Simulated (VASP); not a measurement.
# AlAs (r.b) (F-43m) in VASP: further runs

The runs below take AlAs (r.b) through single point, with r2SCAN+rVV10.

All numbers are computed with VASP 6.6.1; they aren't measurements. Logs are shortened: lines on timing, memory, paths and dates and some standing lists are left out, and cuts for length are marked.

## Step 1: The cell of the first run

The structure is cubic, space group F-43m (No. 216). Conventional cell: a = 5.663 Å, b = 5.663 Å, c = 5.663 Å, α = 90.00°, β = 90.00°, γ = 90.00°. Al (site symmetry -43m) has 4 As at 2.45 Å within 3.2 Å. As (site symmetry -43m) has 4 Al at 2.45 Å within 3.2 Å.

## Step 2: Single point, r2SCAN+rVV10

Input file POSCAR:

```
AlAs
1.0
    0.0000000000      2.8315299535      2.8315299535
    2.8315299535      0.0000000000      2.8315299535
    2.8315299535      2.8315299535      0.0000000000
Al As
1 1
Direct
    0.0000000000      0.0000000000      0.0000000000
    0.2500000000      0.2500000000      0.2500000000
```

Input file INCAR.step1:

```
SYSTEM = AlAs
ALGO = Normal
EDIFF = 1E-5
ENCUT = 550
GGA = PE
GGA_COMPAT = .False.
ISMEAR = 0
LASPH = .True.
LCHARG = .False.
LREAL = .False.
LWAVE = .True.
NBANDS = 11
NELM = 120
PREC = Accurate
SIGMA = 0.02
```

Input file INCAR.step2:

```
SYSTEM = AlAs
ALGO = Normal
BPARAM = 11.95
CPARAM = 0.0093
EDIFF = 1E-6
ENCUT = 550
GGA_COMPAT = .False.
ISIF = 2
ISMEAR = 0
ISTART = 1
IVDW_NL = 2
LASPH = .True.
LCHARG = .True.
LELF = .True.
LMIXTAU = .True.
LREAL = .False.
LUSE_VDW = .True.
LVHAR = .True.
LWAVE = .False.
METAGGA = R2SCAN
NBANDS = 11
NELM = 120
PREC = Accurate
SIGMA = 0.02
```

Input file KPOINTS:

```
k-points
0
Gamma
  8 8 8
  0 0 0
```

Potentials or basis: VASP PAW PBE potentials, release 64 (Al, As).

Started as:

```
$ cat potpaw_PBE.64/Al/POTCAR potpaw_PBE.64/As/POTCAR > POTCAR
$ cp INCAR.step1 INCAR
$ mpirun -np 1 vasp_std > vasp.out
$ cp INCAR.step2 INCAR
$ mpirun -np 1 vasp_std > vasp.out
```

OUTCAR:

```text
SYSTEM = AlAs
   BPARAM = 11.95
   EDIFF = 1E-6
   ENCUT = 550
   ISIF = 2
   ISMEAR = 0
   ISTART = 1
   IVDW_NL = 2
   LASPH = .True.
   LREAL = .False.
   METAGGA = R2SCAN
   NELM = 120
   PREC = Accurate

 ion  position               nearest neighbor table
   1  0.000  0.000  0.000-   2 2.45   2 2.45   2 2.45   2 2.45
   2  0.250  0.250  0.250-   1 2.45   1 2.45   1 2.45   1 2.45

  LATTYP: Found a face centered cubic cell.
 ALAT       =     5.6630599070

  Lattice vectors:

 A1 = (   0.0000000000,   2.8315299535,   2.8315299535)
 A2 = (   2.8315299535,   0.0000000000,   2.8315299535)
 A3 = (   2.8315299535,   2.8315299535,   0.0000000000)

Analysis of symmetry for initial positions (statically):
=====================================================================
 Subroutine PRICEL returns:
 Original cell was already a primitive cell.

 Routine SETGRP: Setting up the symmetry group for a
 face centered cubic supercell.

 Subroutine GETGRP returns: Found 24 space group operations
 (whereof 24 operations were pure point group operations)
 out of a pool of 48 trial point group operations.

The static configuration has the point symmetry T_d .

Analysis of symmetry for dynamics (positions and initial velocities):
=====================================================================
 Subroutine PRICEL returns:
 Original cell was already a primitive cell.

 Routine SETGRP: Setting up the symmetry group for a
 face centered cubic supercell.

 Subroutine GETGRP returns: Found 24 space group operations
 (whereof 24 operations were pure point group operations)
 out of a pool of 48 trial point group operations.

The dynamic configuration has the point symmetry T_d .

 Subroutine INISYM returns: Found 24 space group operations
 (whereof 24 operations are pure point group operations),
 and found     1 'primitive' translations

----------------------------------------------------------------------------------------

                                     Primitive cell

  volume of cell :      45.4039

  direct lattice vectors                    reciprocal lattice vectors
     0.000000000  2.831529954  2.831529954    -0.176582981  0.176582981  0.176582981
     2.831529954  0.000000000  2.831529954     0.176582981 -0.176582981  0.176582981
     2.831529954  2.831529954  0.000000000     0.176582981  0.176582981 -0.176582981

  length of vectors
     4.004388063  4.004388063  4.004388063     0.305850695  0.305850695  0.305850695

  position of ions in fractional coordinates (direct lattice)
     0.000000000  0.000000000  0.000000000
     0.250000000  0.250000000  0.250000000

  ion indices of the primitive-cell ions
   primitive index   ion index
                 1           1
                 2           2

----------------------------------------------------------------------------------------

 KPOINTS: k-points

Automatic generation of k-mesh.
 Grid dimensions read from file:
 generate k-points for:    8    8    8

 Generating k-lattice:

  Cartesian coordinates                     Fractional coordinates (reciprocal lattice)
    -0.022072873  0.022072873  0.022072873     0.125000000  0.000000000  0.000000000
     0.022072873 -0.022072873  0.022072873     0.000000000  0.125000000  0.000000000
     0.022072873  0.022072873 -0.022072873     0.000000000  0.000000000  0.125000000

  Length of vectors
     0.038231337  0.038231337  0.038231337

  Shift w.r.t. Gamma in fractional coordinates (k-lattice)
     0.000000000  0.000000000  0.000000000

 Subroutine IBZKPT returns following result:
 ===========================================

 Found     29 irreducible k-points:

 Following reciprocal coordinates:
            Coordinates               Weight
  0.000000  0.000000  0.000000      1.000000
  0.125000  0.000000  0.000000      8.000000
  0.250000  0.000000  0.000000      8.000000
  0.375000  0.000000  0.000000      8.000000
  0.500000  0.000000  0.000000      4.000000
  0.125000  0.125000  0.000000      6.000000
[... 16 lines left out ...]
  0.500000  0.250000  0.125000     48.000000
 -0.375000  0.250000  0.125000     24.000000
 [... further k-points ...]
   k-points           NKPTS =     29   k-points in BZ     NKDIM =     29   number of bands    NBANDS=     11
   number of dos      NEDOS =    301   number of ions     NIONS =      2
   total plane-waves  NPLWV =  32768
   dimension x,y,z NGX =    32 NGY =   32 NGZ =   32
   dimension x,y,z NGXF=    64 NGYF=   64 NGZF=   64
   ions per type =               1   1
   NGX,Y,Z   is equivalent  to a cutoff of  13.29, 13.29, 13.29 a.u.
   NGXF,Y,Z  is equivalent  to a cutoff of  26.57, 26.57, 26.57 a.u.
 SYSTEM =  AlAs
   PREC   = accura    normal or accurate (medium, high low for compatibility)
   ISTART =      1    job   : 0-new  1-cont  2-samecut
   ICHARG =      0    charge: 1-file 2-atom 10-const
   ISPIN  =      1    spin polarized calculation?
   LNONCOLLINEAR =      F non collinear calculations
   LSORBIT =      F    spin-orbit coupling
   LASPH  =      T    aspherical Exc in radial PAW
   ENCUT  =  550.0 eV  40.42 Ry    6.36 a.u.   7.66  7.66  7.66*2*pi/ulx,y,z
   NELM   =    120;   NELMIN=  2; NELMDL=  0     # of ELM steps
   EDIFF  = 0.1E-05   stopping-criterion for ELM
   LREAL  =      F    real-space projection
   EDIFFG = 0.1E-04   stopping-criterion for IOM
   NSW    =      0    number of steps for IOM
   IBRION =     -1    ionic relax: 0-MD 1-quasi-New 2-CG
   NFREE  =      0    steps in history (QN), initial steepest desc. (CG)
   ISIF   =      2    stress and relaxation
   ISYM   =      2    0-nonsym 1-usesym 2-fastsym
   POTIM  = 0.5000    time-step for ionic-motion
   TEBEG  =    0.0;   TEEND  =   0.0 temperature during run
   PSTRESS=    0.0 pullay stress
   NELECT =       8.0000    total number of electrons
   NUPDOWN=      -1.0000    fix difference up-down
   EMIN   =  10.00;   EMAX   =-10.00  energy-range for DOS
   EFERMI =   0.00;   METHOD = LEGACY
   ISMEAR =     0;   SIGMA  =   0.02  broadening in eV -4-tet -1-fermi 0-gaus
   EFERMI_NEDOS =   21; number of points for ismear=-14 and -15
   IALGO  =     38    algorithm
   IMIX   =      4    mixing-type and parameters
     AMIX     =   0.40;   BMIX     =  1.00
     AMIX_MAG =   1.60;   BMIX_MAG =  1.00
  volume/ion in A,a.u.               =      22.70       153.20
  Fermi-wavevector in a.u.,A,eV,Ry     =   0.917784  1.734360 11.460553  0.842327
  Thomas-Fermi vector in A             =   2.042792
   LORBIT       =      0    0 simple, 1 ext, 2 COOP (PROOUT), +10 PAW based schemes
   METAGGA = R2SCAN    functional components
   LHFCALC =     F    Hartree Fock is set to
   AEXX    =    0.0000 exact exchange contribution
   IVDW_NL    =     2    kernel type
   BPARAM     =11.9500
   IVDW    =     0    specifies the selected vdW correction
   LEPSILON=     F    determine dielectric tensor
   LRPA    =     F    only Hartree local field effects (RPA)
 non-spin polarized calculation
 Gauss-broadening in eV      SIGMA  =   0.02
  energy-cutoff  :      550.00
  volume of cell :       45.40
 maximum number of plane-waves:      1363
   NGX = 15   NGY = 15   NGZ = 15

 number of electron       8.0000001 magnetization

 Free energy of the ion-electron system (eV)
  ---------------------------------------------------
  ext. energy  EPLUGINS =         0.00000000
  ---------------------------------------------------
  free energy    TOTEN  =       -22.47975547 eV

  energy without entropy =      -22.47975547  energy(sigma->0) =      -22.47975547

 E-fermi :   3.7692     XC(G=0):  -9.4889

 val. band max:        3.6521075082   @ k =   0.0000   0.0000   0.0000
 cond. band min:       5.3928223735   @ k =   0.5000   0.5000   0.0000
 fundamental gap:      1.7407148653
 Fermi energy:         3.7692122630

 k-point     1 :       0.0000    0.0000    0.0000
  band No.  band energies     occupation
      1      -8.6689      2.00000
      2       3.6521      2.00000
      3       3.6521      2.00000
      4       3.6521      2.00000
      5       6.3198      0.00000
      6       8.3458      0.00000
      7       8.3458      0.00000
      8       8.3458      0.00000
      9      13.1585      0.00000
     10      13.1585      0.00000
     11      13.3138      0.00000

 k-point     2 :       0.1250    0.0000    0.0000
  band No.  band energies     occupation
      1      -8.5084      2.00000
      2       2.2572      2.00000
      3       3.4878      2.00000
      4       3.4878      2.00000
      5       6.9901      0.00000
      6       8.6397      0.00000
      7       8.6397      0.00000
      8       8.8085      0.00000
      9      12.5607      0.00000
     10      12.5607      0.00000
     11      14.0316      0.00000

 k-point     3 :       0.2500    0.0000    0.0000
  band No.  band energies     occupation
      1      -8.0631      2.00000
      2       0.2288      2.00000
      3       3.1604      2.00000
      4       3.1604      2.00000
      5       6.7608      0.00000
      6       8.9901      0.00000
      7       8.9901      0.00000
      8      10.6844      0.00000
      9      12.4779      0.00000
     10      12.4779      0.00000
     11      13.7473      0.00000

 k-point     4 :       0.3750    0.0000    0.0000
  band No.  band energies     occupation
      1      -7.4872      2.00000
      2      -1.3912      2.00000
      3       2.8968      2.00000
      4       2.8968      2.00000
      5       6.4033      0.00000
      6       8.8578      0.00000
      7       8.8578      0.00000
      8      11.9492      0.00000
      9      13.8669      0.00000
     10      13.8669      0.00000
     11      14.1554      0.00000

 k-point     5 :       0.5000    0.0000    0.0000
  band No.  band energies     occupation
      1      -7.1794      2.00000
      2      -2.0576      2.00000
      3       2.8006      2.00000
      4       2.8006      2.00000
      5       6.2702      0.00000
      6       8.7319      0.00000
      7       8.7319      0.00000
      8      11.9743      0.00000
      9      15.6588      0.00000
     10      15.9865      0.00000
     11      15.9865      0.00000
[... 211 lines left out ...]
 k-point    21 :       0.5000    0.5000    0.0000
  band No.  band energies     occupation
      1      -6.6005      2.00000
      2      -1.8961      2.00000
      3       1.4052      2.00000
      4       1.4052      2.00000
      5       5.3928      0.00000
      6       6.3014      0.00000
      7      14.8110      0.00000
      8      14.8110      0.00000
      9      16.3096      0.00000
     10      16.8834      0.00000
     11      16.8834      0.00000

 k-point    22 :       0.3750    0.2500    0.1250
  band No.  band energies     occupation
      1      -7.6904      2.00000
      2      -0.1510      2.00000
      3       1.6559      2.00000
      4       2.6556      2.00000
      5       7.6362      0.00000
      6       8.4399      0.00000
      7       9.3827      0.00000
      8      10.7026      0.00000
      9      12.4093      0.00000
     10      14.7932      0.00000
     11      16.5139      0.00000

 k-point    23 :       0.5000    0.2500    0.1250
  band No.  band energies     occupation
      1      -7.1716      2.00000
      2      -1.2181      2.00000
      3       1.0604      2.00000
      4       2.2604      2.00000
      5       7.7402      0.00000
      6       8.5646      0.00000
      7       9.9276      0.00000
      8      11.0442      0.00000
      9      13.6393      0.00000
     10      14.9497      0.00000
     11      16.6005      0.00000

 k-point    24 :      -0.3750    0.2500    0.1250
  band No.  band energies     occupation
      1      -6.9034      2.00000
      2      -1.7248      2.00000
      3       0.9099      2.00000
      4       2.0691      2.00000
      5       7.7364      0.00000
      6       8.3206      0.00000
      7      10.8615      0.00000
      8      11.8350      0.00000
      9      12.6544      0.00000
     10      15.3835      0.00000
     11      16.7675      0.00000

 [... further k-points ...]
[... 5 lines left out ...]
  --------------------------------------------------------------------------------------
  -------------------------------------------------------------------------------------
  Total        0.0328557      0.0328557      0.0328557     -0.0000000      0.0000000      0.0000000
  in kB        1.1593851      1.1593851      1.1593851     -0.0000000      0.0000000      0.0000000
  external PRESSURE =       1.1593851 kB  Pullay stress =       0.0000000 kB

 VOLUME and BASIS-vectors are now :
 -----------------------------------------------------------------------------
  energy-cutoff  :      550.00
  volume of cell :       45.40
      direct lattice vectors                 reciprocal lattice vectors
     0.000000000  2.831529954  2.831529954    -0.176582981  0.176582981  0.176582981
     2.831529954  0.000000000  2.831529954     0.176582981 -0.176582981  0.176582981
     2.831529954  2.831529954  0.000000000     0.176582981  0.176582981 -0.176582981

 POSITION                                       TOTAL-FORCE (eV/Angst)
 -----------------------------------------------------------------------------------
      0.00000      0.00000      0.00000         0.000000      0.000000     -0.000000
      1.41576      1.41576      1.41576        -0.000000     -0.000000      0.000000
 -----------------------------------------------------------------------------------
    total drift:                                0.000000      0.000000      0.000000

  FREE ENERGIE OF THE ION-ELECTRON SYSTEM (eV)
  ---------------------------------------------------
  free  energy   TOTEN  =       -22.4797554734 eV

  energy  without entropy=      -22.4797554734  energy(sigma->0) =      -22.47975547
```

Wall time 65 s (1 thread of Intel Xeon Platinum 8488C (Sapphire Rapids), shared host); peak memory 0.32 GiB.

What came out:

```
Free energy            : -22.4798 eV
Pressure               : 0.1 GPa
Band gap on the k mesh : 1.74 eV, indirect (least direct gap 2.67 eV)
```

Levels at points of the mesh, in eV from the valence-band top:
| k point | band 1 | band 2 | band 3 | band 4 | band 5 | band 6 | band 7 | band 8 |
| --- | --- | --- | --- | --- | --- | --- | --- | --- |
| (0.00, 0.00, 0.00) | -12.32 | 0.00 | 0.00 | 0.00 | 2.67 | 4.69 | 4.69 | 4.69 |
| (0.50, 0.00, 0.00) | -10.83 | -5.71 | -0.85 | -0.85 | 2.62 | 5.08 | 5.08 | 8.32 |
| (0.50, 0.50, 0.00) | -10.25 | -5.55 | -2.25 | -2.25 | 1.74 | 2.65 | 11.16 | 11.16 |

Caveat: the PAW data sets were made with another functional, which shifts forces and pressure a little. r2SCAN opens gaps a little over a GGA but as a rule still falls short of measured ones.

## Step 3: Single point, r2SCAN+rVV10

POSCAR is that of step 2.

Input file INCAR.step1:

```
PREC     = Accurate       # precision mode
ENCUT    = 550            # plane-wave cutoff, eV
ISMEAR   = 0              # smearing method
SIGMA    = 0.02           # smearing width, eV
LREAL    = F              # projectors in reciprocal space
LASPH    = T              # aspherical terms in the spheres
NELM     = 120            # most SCF steps
NBANDS   = 11             # bands
GGA      = PE             # functional
ALGO     = Normal         # electronic algorithm
EDIFF    = 1E-5           # SCF threshold, eV
LWAVE    = T              # write WAVECAR
LCHARG   = F              # write CHGCAR
GGA_COMPAT= F
```

Input file INCAR.step2:

```
PREC     = Accurate       # precision mode
ENCUT    = 550            # plane-wave cutoff, eV
EDIFF    = 1E-6           # SCF threshold, eV
ISMEAR   = 0              # smearing method
SIGMA    = 0.02           # smearing width, eV
LREAL    = F              # projectors in reciprocal space
LASPH    = T              # aspherical terms in the spheres
NELM     = 120            # most SCF steps
ALGO     = Normal         # electronic algorithm
ISIF     = 2              # what is computed and relaxed
LWAVE    = F              # write WAVECAR
LCHARG   = F              # write CHGCAR
METAGGA  = R2SCAN         # meta-GGA
LMIXTAU  = T            
LUSE_VDW = T            
IVDW_NL  = 2            
BPARAM   = 11.95        
CPARAM   = 0.0093       
NBANDS   = 11             # bands
ISTART   = 1            
GGA_COMPAT= F
```

Input file KPOINTS:

```
Automatic mesh
0
Gamma
  8 8 8
```

Potentials or basis: VASP PAW PBE potentials, release 64 (Al, As).

Started as:

```
$ cat potpaw_PBE.64/Al/POTCAR potpaw_PBE.64/As/POTCAR > POTCAR
$ cp INCAR.step1 INCAR
$ mpirun -np 1 vasp_std > vasp.out
$ cp INCAR.step2 INCAR
$ mpirun -np 1 vasp_std > vasp.out
```

Wall time 69 s (1 thread of Intel Xeon Platinum 8488C (Sapphire Rapids), shared host); peak memory 0.32 GiB.

The run converged. Its results:

```
Free energy            : -22.4798 eV
Pressure               : 0.1 GPa
Band gap on the k mesh : 1.74 eV, indirect (least direct gap 2.67 eV)
```

Levels at points of the mesh, in eV from the valence-band top:
| k point | band 1 | band 2 | band 3 | band 4 | band 5 | band 6 | band 7 | band 8 | band 9 |
| --- | --- | --- | --- | --- | --- | --- | --- | --- | --- |
| (0.00, 0.00, 0.00) | -12.32 | 0.00 | 0.00 | 0.00 | 2.67 | 4.69 | 4.69 | 4.69 | 9.51 |
| (0.50, 0.00, 0.00) | -10.83 | -5.71 | -0.85 | -0.85 | 2.62 | 5.08 | 5.08 | 8.32 | 12.01 |
| (0.50, 0.50, 0.00) | -10.25 | -5.55 | -2.25 | -2.25 | 1.74 | 2.65 | 11.16 | 11.16 | 12.66 |

Caveat: the PAW data sets were made with another functional, which shifts forces and pressure a little. r2SCAN opens gaps a little over a GGA but as a rule still falls short of measured ones.
